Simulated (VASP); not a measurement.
# TiSi2 (Cmcm) in VASP: a series of runs, part 2 of 2

VASP 6.6.1. The steps go on from the part before.

**4. Single point, PBEsol (13.17 Å³/atom)**

This run uses another cell than the first one, of 13.17 Å³/atom.

INCAR

```
SYSTEM = TiSi2
PREC = Accurate ; ENCUT = 520
EDIFF = 1E-6 ; ISMEAR = 0
SIGMA = 0.15 ; LREAL = .False.
LASPH = .True. ; NELM = 60
ALGO = Normal ; ISIF = 2
LWAVE = .False. ; LCHARG = .False.
GGA = PS ; NBANDS = 29
```

KPOINTS

```
regular mesh
0
Gamma
  14 14 12
  0 0 0
```

POSCAR

```
TiSi2
1.0
    1.7419770728     -6.4373685908      0.0000000000
    1.7419770728      6.4373685908      0.0000000000
    0.0000000000      0.0000000000      3.5222833845
Ti Si
2 4
Direct
    0.8975108623      0.1024891377      0.7500000000
    0.1024891377      0.8975108623      0.2500000000
    0.5599809709      0.4400190291      0.7500000000
    0.4400190291      0.5599809709      0.2500000000
    0.2497198722      0.7502801278      0.7500000000
    0.7502801278      0.2497198722      0.2500000000
```

Potentials or basis: VASP PAW PBE potentials, release 64 (Ti_sv, Si).

Command:

```
> cat potpaw_PBE.64/Ti_sv/POTCAR potpaw_PBE.64/Si/POTCAR > POTCAR
> mpirun -np 1 vasp_std > vasp.out
```

OUTCAR:

```text
SYSTEM = TiSi2
   PREC = Accurate
   ENCUT = 520
   EDIFF = 1E-6
   ISMEAR = 0
   LREAL = .False.
   LASPH = .True.
   NELM = 60
   ISIF = 2
   GGA = PS

 ion  position               nearest neighbor table
   1  0.898  0.102  0.750-   4 2.54   4 2.54   4 2.54   4 2.54   5 2.58   5 2.58   6 2.59   6 2.59
                             3 2.72   3 2.72
   2  0.102  0.898  0.250-   3 2.54   3 2.54   3 2.54   3 2.54   6 2.58   6 2.58   5 2.59   5 2.59
                             4 2.72   4 2.72
   3  0.560  0.440  0.750-   4 2.34   4 2.34   2 2.54   2 2.54   2 2.54   2 2.54   1 2.72   1 2.72
                             5 3.00   5 3.00   6 3.02   6 3.02
   4  0.440  0.560  0.250-   3 2.34   3 2.34   1 2.54   1 2.54   1 2.54   1 2.54   2 2.72   2 2.72
                             6 3.00   6 3.00   5 3.02   5 3.02
   5  0.250  0.750  0.750-   6 2.48   6 2.48   6 2.48   6 2.48   1 2.58   1 2.58   2 2.59   2 2.59
                             3 3.00   3 3.00   4 3.02   4 3.02
   6  0.750  0.250  0.250-   5 2.48   5 2.48   5 2.48   5 2.48   2 2.58   2 2.58   1 2.59   1 2.59
                             4 3.00   4 3.00   3 3.02   3 3.02

  LATTYP: Found a base centered orthorhombic cell.
 ALAT       =     3.4839541456
 B/A-ratio  =     3.6954381842
 C/A-ratio  =     1.0110016485

  Lattice vectors:
[... 196 lines left out ...]

 k-point     1 :       0.0000    0.0000    0.0000
  band No.  band energies     occupation
      1     -44.9214      2.00000
      2     -44.9046      2.00000
      3     -21.4130      2.00000
      4     -21.3813      2.00000
      5     -21.3745      2.00000
      6     -21.3532      2.00000
[... 757 lines left out ...]
     28      14.7180      0.00000
     29      15.2805      0.00000

 [... further k-points ...]

------------------------ aborting loop because EDIFF is reached ----------------------------------------

  FORCE on cell =-STRESS in cart. coord.  units (eV):
  Direction    XX          YY          ZZ          XY          YZ          ZX
  --------------------------------------------------------------------------------------
  -------------------------------------------------------------------------------------
  Total        3.1552344      6.1164988      3.7808892      0.0000000      0.0000000      0.0000000
  in kB       63.9936827    124.0533149     76.6830604      0.0000000      0.0000000      0.0000000
  external PRESSURE =      88.2433526 kB  Pullay stress =       0.0000000 kB

 VOLUME and BASIS-vectors are now :
 -----------------------------------------------------------------------------
  energy-cutoff  :      520.00
  volume of cell :       79.00
      direct lattice vectors                 reciprocal lattice vectors
     1.741977073 -6.437368591  0.000000000     0.287030184 -0.077671488  0.000000000
     1.741977073  6.437368591  0.000000000     0.287030184  0.077671488  0.000000000
     0.000000000  0.000000000  3.522283385     0.000000000  0.000000000  0.283906742

 POSITION                                       TOTAL-FORCE (eV/Angst)
 -----------------------------------------------------------------------------------
      1.74198     -5.11785      2.64171         0.000000     -0.424645      0.000000
      1.74198      5.11785      0.88057         0.000000      0.424645     -0.000000
      1.74198     -0.77224      2.64171         0.000000     -0.351672     -0.000000
      1.74198      0.77224      0.88057         0.000000      0.351672     -0.000000
      1.74198      3.22229      2.64171         0.000000      0.036804     -0.000000
      1.74198     -3.22229      0.88057         0.000000     -0.036804     -0.000000
 -----------------------------------------------------------------------------------
    total drift:                                0.000000     -0.000000     -0.000000

  FREE ENERGIE OF THE ION-ELECTRON SYSTEM (eV)
  ---------------------------------------------------
  free  energy   TOTEN  =       -43.5571559071 eV

  energy  without entropy=      -43.5400611325  energy(sigma->0) =      -43.54860852
```

OSZICAR:

```text
N       E                     dE             d eps       ncg     rms          rms(c)
DAV:   1     0.393537021631E+03    0.39354E+03   -0.18901E+04 23142   0.148E+03
DAV:   2    -0.627372517140E+00   -0.39416E+03   -0.38291E+03 23345   0.435E+02
DAV:   3    -0.437959431618E+02   -0.43169E+02   -0.42315E+02 38503   0.121E+02
DAV:   4    -0.470265827261E+02   -0.32306E+01   -0.32066E+01 32541   0.298E+01
DAV:   5    -0.471985357795E+02   -0.17195E+00   -0.17189E+00 34809   0.602E+00    0.215E+01
DAV:   6    -0.441642972577E+02    0.30342E+01   -0.31380E+01 31874   0.413E+01    0.755E+00
DAV:   7    -0.436633755863E+02    0.50092E+00   -0.70126E+00 30713   0.202E+01    0.645E+00
DAV:   8    -0.435554726275E+02    0.10790E+00   -0.72285E-01 31103   0.660E+00    0.884E-01
DAV:   9    -0.435565130869E+02   -0.10405E-02   -0.61165E-02 32962   0.172E+00    0.657E-01
DAV:  10    -0.435573035693E+02   -0.79048E-03   -0.90163E-03 32629   0.784E-01    0.185E-01
DAV:  11    -0.435571631971E+02    0.14037E-03   -0.17370E-03 32542   0.333E-01    0.282E-02
DAV:  12    -0.435571550689E+02    0.81283E-05   -0.11374E-04 31513   0.737E-02    0.998E-03
DAV:  13    -0.435571559071E+02   -0.83822E-06   -0.62565E-06 31093   0.197E-02
   1 F= -.43557156E+02 E0= -.43548609E+02  d E =-.170948E-01
```

Run time: 13 min. Hardware: 1 thread of AMD EPYC 9R45 (Zen 5), shared host; peak memory 0.77 GiB.

Results:

```
Free energy            : -43.5572 eV
Pressure               : 8.8 GPa
Largest force          : 0.425 eV/Å
Band gap on the k mesh : zero (bands 20 and 21 overlap by 1.09 eV)
```

Forces in eV/Å, atoms in the order of the input:
```
Ti   0.000 -0.425  0.000
Ti   0.000  0.425  0.000
Si   0.000 -0.352  0.000
Si   0.000  0.352  0.000
Si   0.000  0.037  0.000
Si   0.000 -0.037  0.000
```

Levels at points of the mesh, in eV from the Fermi level:
| k point | band 18 | band 19 | band 20 | band 21 | band 22 | band 23 |
| --- | --- | --- | --- | --- | --- | --- |
| (0.00, 0.00, 0.00) | -2.18 | -1.78 | 0.40 | 0.84 | 0.91 | 1.04 |
| (0.50, 0.00, 0.00) | -1.26 | -0.70 | -0.66 | -0.64 | 1.23 | 1.58 |
| (0.50, 0.50, 0.00) | -2.06 | -1.13 | 0.29 | 0.60 | 0.61 | 0.98 |
| (0.00, 0.00, 0.50) | -1.67 | -0.03 | -0.03 | 1.28 | 1.28 | 1.56 |
| (0.50, 0.00, 0.50) | -3.12 | -2.60 | -2.60 | 1.90 | 1.90 | 1.98 |
| (0.50, 0.50, 0.50) | -2.29 | -1.05 | -1.05 | 0.64 | 0.64 | 1.74 |

Caveat: the stress differs along the axes, from 6 to 12 GPa; the PAW data sets were made with another functional, which shifts forces and pressure a little.

**5. Single point, PBEsol (14.28 Å³/atom)**

This run uses another cell than the first one, of 14.28 Å³/atom.

INCAR

```
PREC = Accurate ; ENCUT = 520
EDIFF = 1E-6 ; ISMEAR = 0
SIGMA = 0.15 ; LREAL = False
LASPH = True ; NELM = 100
ALGO = Normal ; ISIF = 2
LWAVE = False ; LCHARG = False
GGA = PS ; NBANDS = 29
```

KPOINTS

```
regular mesh
0
Gamma
  14 14 12
```

Edit POSCAR of step 4 so:

```diff
@@ -2,5 +2,5 @@
 1.0
-    1.7419770728     -6.4373685908      0.0000000000
-    1.7419770728      6.4373685908      0.0000000000
-    0.0000000000      0.0000000000      3.5222833845
+    1.7897419415     -6.6138807106      0.0000000000
+    1.7897419415      6.6138807106      0.0000000000
+    0.0000000000      0.0000000000      3.6188641066
 Ti Si
```

Potentials or basis: VASP PAW PBE potentials, release 64 (Ti_sv, Si).

Command:

```
> cat potpaw_PBE.64/Ti_sv/POTCAR potpaw_PBE.64/Si/POTCAR > POTCAR
> mpirun -np 1 vasp_std > vasp.out
```

OUTCAR:

```text
PREC = Accurate
   ENCUT = 520
   EDIFF = 1E-6
   ISMEAR = 0
   LREAL = False
   LASPH = True
   NELM = 100
   ISIF = 2
   GGA = PS

 ion  position               nearest neighbor table
   1  0.898  0.102  0.750-   4 2.61   4 2.61   4 2.61   4 2.61   5 2.65   5 2.65   6 2.66   6 2.66
                             3 2.80   3 2.80
   2  0.102  0.898  0.250-   3 2.61   3 2.61   3 2.61   3 2.61   6 2.65   6 2.65   5 2.66   5 2.66
                             4 2.80   4 2.80
   3  0.560  0.440  0.750-   4 2.41   4 2.41   2 2.61   2 2.61   2 2.61   2 2.61   1 2.80   1 2.80
                             5 3.08   5 3.08   6 3.10   6 3.10
   4  0.440  0.560  0.250-   3 2.41   3 2.41   1 2.61   1 2.61   1 2.61   1 2.61   2 2.80   2 2.80
                             6 3.08   6 3.08   5 3.10   5 3.10
   5  0.250  0.750  0.750-   6 2.55   6 2.55   6 2.55   6 2.55   1 2.65   1 2.65   2 2.66   2 2.66
                             3 3.08   3 3.08   4 3.10   4 3.10
   6  0.750  0.250  0.250-   5 2.55   5 2.55   5 2.55   5 2.55   2 2.65   2 2.65   1 2.66   1 2.66
                             4 3.08   4 3.08   3 3.10   3 3.10

  LATTYP: Found a base centered orthorhombic cell.
 ALAT       =     3.5794838830
 B/A-ratio  =     3.6954381843
 C/A-ratio  =     1.0110016485

  Lattice vectors:
[... 195 lines left out ...]
 Fermi energy:        10.3840876671

 k-point     1 :       0.0000    0.0000    0.0000
  band No.  band energies     occupation
      1     -46.1882      2.00000
      2     -46.1768      2.00000
      3     -22.6263      2.00000
      4     -22.6165      2.00000
      5     -22.6135      2.00000
      6     -22.5983      2.00000
[... 757 lines left out ...]
     28      13.4214      0.00000
     29      13.9072      0.00000

 [... further k-points ...]

------------------------ aborting loop because EDIFF is reached ----------------------------------------

  FORCE on cell =-STRESS in cart. coord.  units (eV):
  Direction    XX          YY          ZZ          XY          YZ          ZX
  --------------------------------------------------------------------------------------
  -------------------------------------------------------------------------------------
  Total       -3.2161830      0.1571080     -3.3721718      0.0000000     -0.0000000      0.0000000
  in kB      -60.1453827      2.9380536    -63.0625065      0.0000000     -0.0000000      0.0000000
  external PRESSURE =     -40.0899452 kB  Pullay stress =       0.0000000 kB

 VOLUME and BASIS-vectors are now :
 -----------------------------------------------------------------------------
  energy-cutoff  :      520.00
  volume of cell :       85.67
      direct lattice vectors                 reciprocal lattice vectors
     1.789741941 -6.613880711  0.000000000     0.279369885 -0.075598582  0.000000000
     1.789741941  6.613880711  0.000000000     0.279369885  0.075598582  0.000000000
     0.000000000  0.000000000  3.618864107     0.000000000  0.000000000  0.276329801

 POSITION                                       TOTAL-FORCE (eV/Angst)
 -----------------------------------------------------------------------------------
      1.78974     -5.25818      2.71415         0.000000     -0.142843      0.000000
      1.78974      5.25818      0.90472         0.000000      0.142843     -0.000000
      1.78974     -0.79341      2.71415         0.000000     -0.056094      0.000000
      1.78974      0.79341      0.90472         0.000000      0.056094      0.000000
      1.78974      3.31065      2.71415         0.000000      0.015298      0.000000
      1.78974     -3.31065      0.90472         0.000000     -0.015298      0.000000
 -----------------------------------------------------------------------------------
    total drift:                                0.000000      0.000000     -0.000000

  FREE ENERGIE OF THE ION-ELECTRON SYSTEM (eV)
  ---------------------------------------------------
  free  energy   TOTEN  =       -43.6417977077 eV

  energy  without entropy=      -43.6225657039  energy(sigma->0) =      -43.63218171
```

OSZICAR:

```text
N       E                     dE             d eps       ncg     rms          rms(c)
DAV:   1     0.383831375340E+03    0.38383E+03   -0.18829E+04 23150   0.146E+03
DAV:   2    -0.196960278702E+01   -0.38580E+03   -0.37509E+03 23312   0.426E+02
DAV:   3    -0.440299286923E+02   -0.42060E+02   -0.41254E+02 38211   0.118E+02
DAV:   4    -0.474797136799E+02   -0.34498E+01   -0.34225E+01 33163   0.300E+01
DAV:   5    -0.476715679167E+02   -0.19185E+00   -0.19178E+00 34623   0.611E+00    0.192E+01
DAV:   6    -0.445534685342E+02    0.31181E+01   -0.39119E+01 32182   0.426E+01    0.783E+00
DAV:   7    -0.437677730682E+02    0.78570E+00   -0.97190E+00 31071   0.225E+01    0.576E+00
DAV:   8    -0.436447858431E+02    0.12299E+00   -0.92024E-01 31027   0.708E+00    0.923E-01
DAV:   9    -0.436414924452E+02    0.32934E-02   -0.69779E-02 33184   0.185E+00    0.657E-01
DAV:  10    -0.436423184319E+02   -0.82599E-03   -0.15530E-02 32917   0.967E-01    0.241E-01
DAV:  11    -0.436418051376E+02    0.51329E-03   -0.39458E-03 32541   0.467E-01    0.327E-02
DAV:  12    -0.436417970902E+02    0.80473E-05   -0.17740E-04 32303   0.917E-02    0.114E-02
DAV:  13    -0.436417977077E+02   -0.61745E-06   -0.64331E-06 29683   0.180E-02
   1 F= -.43641798E+02 E0= -.43632182E+02  d E =-.192320E-01
```

stdout:

```text
POSCAR found type information on POSCAR TiSi
 POSCAR found :  2 types and       6 ions
 scaLAPACK will be used
 -----------------------------------------------------------------------------
|                                                                             |
|                                                                             |
|     You enforced a specific xc type in the INCAR file but a different       |
|     I HOPE YOU KNOW WHAT YOU ARE DOING!                                     |
|                                                                             |
 -----------------------------------------------------------------------------

 LDA part: xc-table for (Slater+PW92), standard interpolation
 POSCAR, INCAR and KPOINTS ok, starting setup
 FFT: planning ... GRIDC
 FFT: planning ... GRID_SOFT
 FFT: planning ... GRID
 WAVECAR not read
 entering main loop
```

Wall time 12 min (1 thread of Intel Xeon 6975P-C (Granite Rapids), shared host); peak memory 0.87 GiB.

Results:

| Property | Result |
| --- | --- |
| Free energy | -43.6418 eV |
| Pressure | -4.0 GPa |
| Largest force | 0.143 eV/Å |
| Band gap on the k mesh | zero (bands 20 and 21 overlap by 1.00 eV) |

Forces in eV/Å, atoms in the order of the input:
```
Ti   0.000 -0.143  0.000
Ti   0.000  0.143  0.000
Si   0.000 -0.056  0.000
Si   0.000  0.056  0.000
Si   0.000  0.015  0.000
Si   0.000 -0.015  0.000
```

Stress tensor (GPa, compression positive):
```
-6.01  0.00  0.00
 0.00  0.29  0.00
 0.00  0.00 -6.31
```

Levels at points of the mesh, in eV from the Fermi level:
```
           k point  band 17  band 18  band 19  band 20  band 21  band 22  band 23  band 24
(0.00, 0.00, 0.00)    -2.12    -2.00    -1.80     0.39     0.66     0.77     0.86     1.20
(0.50, 0.00, 0.00)    -1.78    -1.21    -0.65    -0.58    -0.57     0.95     1.33     1.51
(0.50, 0.50, 0.00)    -2.60    -2.02    -1.04     0.29     0.57     0.58     0.89     1.13
(0.00, 0.00, 0.50)    -1.50    -1.50    -0.04    -0.04     1.13     1.13     1.47     1.47
(0.50, 0.00, 0.50)    -3.01    -3.01    -2.41    -2.41     1.70     1.70     1.76     1.76
(0.50, 0.50, 0.50)    -2.14    -2.14    -0.96    -0.96     0.49     0.49     1.54     1.54
```

Caveat: the stress differs along the axes, from -6 to 0 GPa; the PAW data sets were made with another functional, which shifts forces and pressure a little.

**6. The runs side by side**

| cell | gap on the mesh (eV) | pressure (GPa) | largest force (eV/Å) |
| --- | --- | --- | --- |
| a = 6.822, b = 6.822, c = 3.427 Å, angles 90.0, 90.0, 151.2°, 6 atoms | none | 15.8 | 0.14 |
| a = 6.777, b = 6.777, c = 3.491 Å, angles 90.0, 90.0, 150.5°, 6 atoms | none | 9.3 | 0.20 |
| a = 6.669, b = 6.669, c = 3.522 Å, angles 90.0, 90.0, 149.7°, 6 atoms | none | 8.8 | 0.42 |
| a = 6.852, b = 6.852, c = 3.619 Å, angles 90.0, 90.0, 149.7°, 6 atoms | none | -4.0 | 0.14 |

Alike in all rows: task single point; level PBEsol; potentials or basis VASP PAW PBE potentials, release 64 (Ti_sv, Si); no spin polarisation; k mesh 14 × 14 × 12; cutoff (eV) 520; smearing gaussian 0.15 eV.

Caveats: the PAW data sets were made with another functional, which shifts forces and pressure a little; the stress differs along the axes, from 9 to 20 GPa (at least some runs); the cell stands under pressure (at least some runs); the stress differs along the axes, from 6 to 12 GPa (at least some runs); the stress differs along the axes, from -6 to 0 GPa (at least some runs).

Absolute energies hang on the potentials; compare differences alone.
